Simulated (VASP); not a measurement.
# CsGa3Pt2 (P6/mmm) in VASP: single point with PBE

Aim: the single point of CsGa3Pt2 with PBE.

Program: VASP 6.6.1. These are calculated values, not measurements. Logs are shortened: lines on timing, memory, paths and dates and some standing lists are left out, and cuts for length are marked.

**1. The cell of the first run**

The structure is hexagonal, space group P6/mmm (No. 191). The conventional cell has a = 5.925 Å, b = 5.925 Å, c = 9.996 Å, α = 90.00°, β = 90.00°, γ = 120.00°. Within 3.6 Å of Cs (site symmetry 6/mmm) lie 2 Pt at 2.70 Å and 6 Ga at 3.42 Å. Within 4.5 Å of Ga (site symmetry -6m2) lie 3 Cs at 3.42 Å and 3 Ga at 3.42 Å and 6 Pt at 4.36 Å. Within 3.0 Å of Ga (site symmetry 6/mmm) lie 2 Pt at 2.30 Å. Pt (site symmetry 6mm) has 1 Ga at 2.30 Å and 1 Cs at 2.70 Å within 3.0 Å.

**2. Single point, PBE**

INCAR reads:

```
PREC     = Accurate       # precision mode
ENCUT    = 520            # plane-wave cutoff, eV
EDIFF    = 1E-7           # SCF threshold, eV
ISMEAR   = 0              # smearing method
SIGMA    = 0.1            # smearing width, eV
LREAL    = F              # projectors in reciprocal space
LASPH    = T              # aspherical terms in the spheres
NELM     = 60             # most SCF steps
ALGO     = Fast           # electronic algorithm
ISIF     = 2              # what is computed and relaxed
LWAVE    = F              # write WAVECAR
LCHARG   = F              # write CHGCAR
GGA      = PE             # functional
NBANDS   = 43             # bands
```

KPOINTS reads:

```
regular mesh
0
Gamma
  6 6 4
```

POSCAR reads:

```
CsGa3Pt2
1.0
    5.9248821548      0.0000000000      0.0000000000
   -2.9624410774      5.1310984605      0.0000000000
    0.0000000000      0.0000000000      9.9960405881
Cs Ga Pt
1 3 2
Direct
    0.0000000000      0.0000000000      0.0000000000
    0.3333333333      0.6666666667      0.0000000000
    0.6666666667      0.3333333333      0.0000000000
    0.0000000000      0.0000000000      0.5000000000
    0.0000000000      0.0000000000      0.2698265147
    0.0000000000      0.0000000000      0.7301734853
```

Potentials or basis: VASP PAW PBE potentials, release 64 (Cs_sv, Ga_d, Pt).

On the command line:

```bash
$ cat potpaw_PBE.64/Cs_sv/POTCAR potpaw_PBE.64/Ga_d/POTCAR potpaw_PBE.64/Pt/POTCAR > POTCAR
$ mpirun -np 1 vasp_std > vasp.out
```

OUTCAR:

```text
PREC = Accurate
   ENCUT = 520
   EDIFF = 1E-7
   ISMEAR = 0
   LREAL = F
   LASPH = T
   NELM = 60
   ISIF = 2
   GGA = PE

 ion  position               nearest neighbor table
   1  0.000  0.000  0.000-   5 2.70   6 2.70
   2  0.333  0.667  0.000-
   3  0.667  0.333  0.000-
   4  0.000  0.000  0.500-   5 2.30   6 2.30
   5  0.000  0.000  0.270-   4 2.30   1 2.70
   6  0.000  0.000  0.730-   4 2.30   1 2.70

  LATTYP: Found a hexagonal cell.
 ALAT       =     5.9248821548
 C/A-ratio  =     1.6871290140

  Lattice vectors:

 A1 = (   5.9248821548,   0.0000000000,   0.0000000000)
 A2 = (  -2.9624410774,   5.1310984605,   0.0000000000)
 A3 = (   0.0000000000,   0.0000000000,   9.9960405881)

Analysis of symmetry for initial positions (statically):
=====================================================================
 Subroutine PRICEL returns:
 Original cell was already a primitive cell.

 Routine SETGRP: Setting up the symmetry group for a
 hexagonal supercell.

 Subroutine GETGRP returns: Found 24 space group operations
 (whereof 24 operations were pure point group operations)
 out of a pool of 24 trial point group operations.

The static configuration has the point symmetry D_6h.

Analysis of symmetry for dynamics (positions and initial velocities):
=====================================================================
 Subroutine PRICEL returns:
 Original cell was already a primitive cell.

 Routine SETGRP: Setting up the symmetry group for a
 hexagonal supercell.

 Subroutine GETGRP returns: Found 24 space group operations
 (whereof 24 operations were pure point group operations)
 out of a pool of 24 trial point group operations.

The dynamic configuration has the point symmetry D_6h.

 Subroutine INISYM returns: Found 24 space group operations
 (whereof 24 operations are pure point group operations),
 and found     1 'primitive' translations

----------------------------------------------------------------------------------------

                                     Primitive cell

  volume of cell :     303.8912

  direct lattice vectors                    reciprocal lattice vectors
     5.924882155  0.000000000  0.000000000     0.168779728  0.097445022  0.000000000
    -2.962441077  5.131098460  0.000000000     0.000000000  0.194890043  0.000000000
     0.000000000  0.000000000  9.996040588     0.000000000  0.000000000  0.100039610

  length of vectors
     5.924882155  5.924882155  9.996040588     0.194890043  0.194890043  0.100039610

  position of ions in fractional coordinates (direct lattice)
     0.000000000  0.000000000  0.000000000
     0.333333333  0.666666667  0.000000000
     0.666666667  0.333333333  0.000000000
     0.000000000  0.000000000  0.500000000
     0.000000000  0.000000000  0.269826515
     0.000000000  0.000000000  0.730173485

  ion indices of the primitive-cell ions
   primitive index   ion index
                 1           1
                 2           2
                 3           3
                 4           4
                 5           5
                 6           6

----------------------------------------------------------------------------------------

 KPOINTS: regular mesh

Automatic generation of k-mesh.
 Grid dimensions read from file:
 generate k-points for:    6    6    4

 Generating k-lattice:

  Cartesian coordinates                     Fractional coordinates (reciprocal lattice)
     0.028129955  0.016240837  0.000000000     0.166666667  0.000000000  0.000000000
     0.000000000  0.032481674  0.000000000     0.000000000  0.166666667  0.000000000
     0.000000000  0.000000000  0.025009902     0.000000000  0.000000000  0.250000000

  Length of vectors
     0.032481674  0.032481674  0.025009902

  Shift w.r.t. Gamma in fractional coordinates (k-lattice)
     0.000000000  0.000000000  0.000000000

 Subroutine IBZKPT returns following result:
 ===========================================

 Found     21 irreducible k-points:

 Following reciprocal coordinates:
            Coordinates               Weight
  0.000000  0.000000  0.000000      1.000000
  0.166667 -0.000000  0.000000      6.000000
  0.333333 -0.000000  0.000000      6.000000
  0.500000  0.000000  0.000000      3.000000
  0.166667  0.166667  0.000000      6.000000
  0.333333  0.166667  0.000000     12.000000
[... 13 lines left out ...]
  0.333333  0.166667  0.500000     12.000000
  0.333333  0.333333  0.500000      2.000000
   k-points           NKPTS =     21   k-points in BZ     NKDIM =     21   number of bands    NBANDS=     43
   number of dos      NEDOS =    301   number of ions     NIONS =      6
   total plane-waves  NPLWV = 184320
   dimension x,y,z NGX =    48 NGY =   48 NGZ =   80
   dimension x,y,z NGXF=    96 NGYF=   96 NGZF=  160
   ions per type =               1   3   2
   NGX,Y,Z   is equivalent  to a cutoff of  13.47, 13.47, 13.30 a.u.
   NGXF,Y,Z  is equivalent  to a cutoff of  26.94, 26.94, 26.61 a.u.
 SYSTEM =  unknown system
   PREC   = accura    normal or accurate (medium, high low for compatibility)
   ISTART =      0    job   : 0-new  1-cont  2-samecut
   ICHARG =      2    charge: 1-file 2-atom 10-const
   ISPIN  =      1    spin polarized calculation?
   LNONCOLLINEAR =      F non collinear calculations
   LSORBIT =      F    spin-orbit coupling
   LASPH  =      T    aspherical Exc in radial PAW
   ENCUT  =  520.0 eV  38.22 Ry    6.18 a.u.  11.02 11.02 18.59*2*pi/ulx,y,z
   NELM   =     60;   NELMIN=  2; NELMDL= -5     # of ELM steps
   EDIFF  = 0.1E-06   stopping-criterion for ELM
   LREAL  =      F    real-space projection
   EDIFFG = 0.1E-05   stopping-criterion for IOM
   NSW    =      0    number of steps for IOM
   IBRION =     -1    ionic relax: 0-MD 1-quasi-New 2-CG
   NFREE  =      0    steps in history (QN), initial steepest desc. (CG)
   ISIF   =      2    stress and relaxation
   ISYM   =      2    0-nonsym 1-usesym 2-fastsym
   POTIM  = 0.5000    time-step for ionic-motion
   TEBEG  =    0.0;   TEEND  =   0.0 temperature during run
   PSTRESS=    0.0 pullay stress
   NELECT =      68.0000    total number of electrons
   NUPDOWN=      -1.0000    fix difference up-down
   EMIN   =  10.00;   EMAX   =-10.00  energy-range for DOS
   EFERMI =   0.00;   METHOD = LEGACY
   ISMEAR =     0;   SIGMA  =   0.10  broadening in eV -4-tet -1-fermi 0-gaus
   EFERMI_NEDOS =   21; number of points for ismear=-14 and -15
   IALGO  =     68    algorithm
   IMIX   =      4    mixing-type and parameters
     AMIX     =   0.40;   BMIX     =  1.00
     AMIX_MAG =   1.60;   BMIX_MAG =  1.00
  volume/ion in A,a.u.               =      50.65       341.79
  Fermi-wavevector in a.u.,A,eV,Ry     =   0.993890  1.878180 13.440078  0.987818
  Thomas-Fermi vector in A             =   2.125803
   LORBIT       =      0    0 simple, 1 ext, 2 COOP (PROOUT), +10 PAW based schemes
   GGA     = PE    functional components
   LHFCALC =     F    Hartree Fock is set to
   AEXX    =    0.0000 exact exchange contribution
   IVDW    =     0    specifies the selected vdW correction
   LEPSILON=     F    determine dielectric tensor
   LRPA    =     F    only Hartree local field effects (RPA)
 non-spin polarized calculation
 RMM-DIIS sequential band-by-band and
 Gauss-broadening in eV      SIGMA  =   0.10
  energy-cutoff  :      520.00
  volume of cell :      303.89
 maximum number of plane-waves:      8211
 NGX is ok and might be reduce to    48
   NGX = 23   NGY = 23   NGZ = 37

 number of electron      68.0000030 magnetization

 Free energy of the ion-electron system (eV)
  ---------------------------------------------------
  ext. energy  EPLUGINS =         0.00000000
  ---------------------------------------------------
  free energy    TOTEN  =       -15.01569879 eV

  energy without entropy =      -14.99418368  energy(sigma->0) =      -15.00494124

 E-fermi :   0.0234     XC(G=0):  -6.4703

 val. band max:       -0.0263509243   @ k =   0.3333  -0.0000   0.5000
 cond. band min:       0.0440804570   @ k =   0.1667  -0.0000   0.0000
 fundamental gap:      0.0704313813
 Fermi energy:         0.0233696762

 k-point     1 :       0.0000    0.0000    0.0000
  band No.  band energies     occupation
      1     -22.4214      2.00000
      2     -15.3064      2.00000
      3     -15.2767      2.00000
      4     -15.2711      2.00000
      5     -15.2711      2.00000
      6     -15.2543      2.00000
[... 35 lines left out ...]
     42       3.4972      0.00000
     43       3.8263      0.00000

 k-point     2 :       0.1667   -0.0000    0.0000
  band No.  band energies     occupation
      1     -22.4205      2.00000
      2     -15.3062      2.00000
      3     -15.2792      2.00000
      4     -15.2715      2.00000
      5     -15.2703      2.00000
      6     -15.2552      2.00000
[... 35 lines left out ...]
     42       3.3590      0.00000
     43       3.6112      0.00000

 k-point     3 :       0.3333   -0.0000    0.0000
  band No.  band energies     occupation
      1     -22.4187      2.00000
      2     -15.3042      2.00000
      3     -15.2853      2.00000
      4     -15.2723      2.00000
      5     -15.2686      2.00000
      6     -15.2572      2.00000
[... 35 lines left out ...]
     42       3.0404      0.00000
     43       3.1293      0.00000

 k-point     4 :       0.5000    0.0000    0.0000
  band No.  band energies     occupation
      1     -22.4178      2.00000
      2     -15.3014      2.00000
      3     -15.2897      2.00000
      4     -15.2727      2.00000
      5     -15.2676      2.00000
      6     -15.2584      2.00000
[... 725 lines left out ...]
     42       3.2714      0.00000
     43       3.2999      0.00000

 k-point    20 :       0.3333    0.1667    0.5000
  band No.  band energies     occupation
      1     -22.4176      2.00000
      2     -15.3011      2.00000
      3     -15.2897      2.00000
      4     -15.2733      2.00000
      5     -15.2664      2.00000
      6     -15.2593      2.00000
[... 35 lines left out ...]
     42       3.1879      0.00000
     43       3.5901      0.00000

 k-point    21 :       0.3333    0.3333    0.5000
  band No.  band energies     occupation
      1     -22.4172      2.00000
      2     -15.2956      2.00000
      3     -15.2956      2.00000
      4     -15.2740      2.00000
      5     -15.2628      2.00000
      6     -15.2628      2.00000
[... 35 lines left out ...]
     42       3.0123      0.00000
     43       3.8851      0.00000

------------------------ aborting loop because EDIFF is reached ----------------------------------------

  FORCE on cell =-STRESS in cart. coord.  units (eV):
  Direction    XX          YY          ZZ          XY          YZ          ZX
  --------------------------------------------------------------------------------------
  -------------------------------------------------------------------------------------
  Total        0.0402744      0.0402744      1.2600039      0.0000000      0.0000000      0.0000000
  in kB        0.2123350      0.2123350      6.6430023      0.0000000      0.0000000      0.0000000
  external PRESSURE =       2.3558908 kB  Pullay stress =       0.0000000 kB

 VOLUME and BASIS-vectors are now :
 -----------------------------------------------------------------------------
  energy-cutoff  :      520.00
  volume of cell :      303.89
      direct lattice vectors                 reciprocal lattice vectors
     5.924882155  0.000000000  0.000000000     0.168779728  0.097445022  0.000000000
    -2.962441077  5.131098460  0.000000000     0.000000000  0.194890043  0.000000000
     0.000000000  0.000000000  9.996040588     0.000000000  0.000000000  0.100039610

 POSITION                                       TOTAL-FORCE (eV/Angst)
 -----------------------------------------------------------------------------------
      0.00000      0.00000      0.00000        -0.000000      0.000000      0.000000
     -0.00000      3.42073      0.00000         0.000000      0.000000      0.000000
      2.96244      1.71037      0.00000        -0.000000      0.000000      0.000000
      0.00000      0.00000      4.99802        -0.000000      0.000000      0.000000
      0.00000      0.00000      2.69720         0.000000     -0.000000      0.149849
      0.00000      0.00000      7.29884        -0.000000      0.000000     -0.149849
 -----------------------------------------------------------------------------------
    total drift:                               -0.000000      0.000000      0.000000

  FREE ENERGIE OF THE ION-ELECTRON SYSTEM (eV)
  ---------------------------------------------------
  free  energy   TOTEN  =       -15.0156987928 eV

  energy  without entropy=      -14.9941836808  energy(sigma->0) =      -15.00494124
```

Wall time 12 min (1 thread of Oxide Virtual Turin-like, shared host); peak memory 0.56 GiB.

Results:

```
Free energy            : -15.0157 eV
Pressure               : 0.2 GPa
Largest force          : 0.150 eV/Å
Band gap on the k mesh : zero (band 34 reaches 0.16 eV, above the bottom of band 35 at -0.41 eV)
```

Forces on the atoms (eV/Å):
```
Cs   0.000  0.000  0.000
Ga   0.000  0.000  0.000
Ga   0.000  0.000  0.000
Ga   0.000  0.000  0.000
Pt   0.000  0.000  0.150
Pt   0.000  0.000 -0.150
```

Levels at points of the mesh, in eV from the Fermi level:
| k point | band 32 | band 33 | band 34 | band 35 | band 36 | band 37 |
| --- | --- | --- | --- | --- | --- | --- |
| (0.00, 0.00, 0.00) | -0.96 | -0.96 | -0.44 | -0.44 | 0.09 | 1.07 |
| (0.50, 0.00, 0.00) | -0.91 | -0.91 | 0.03 | 0.16 | 0.37 | 0.89 |
| (0.00, 0.00, 0.50) | -0.97 | -0.97 | -0.43 | -0.43 | 0.76 | 1.85 |
| (0.50, 0.00, 0.50) | -0.94 | -0.92 | -0.06 | 0.17 | 0.73 | 1.58 |

Caveat: spin-orbit coupling is left out, which moves the levels of the heavy elements.
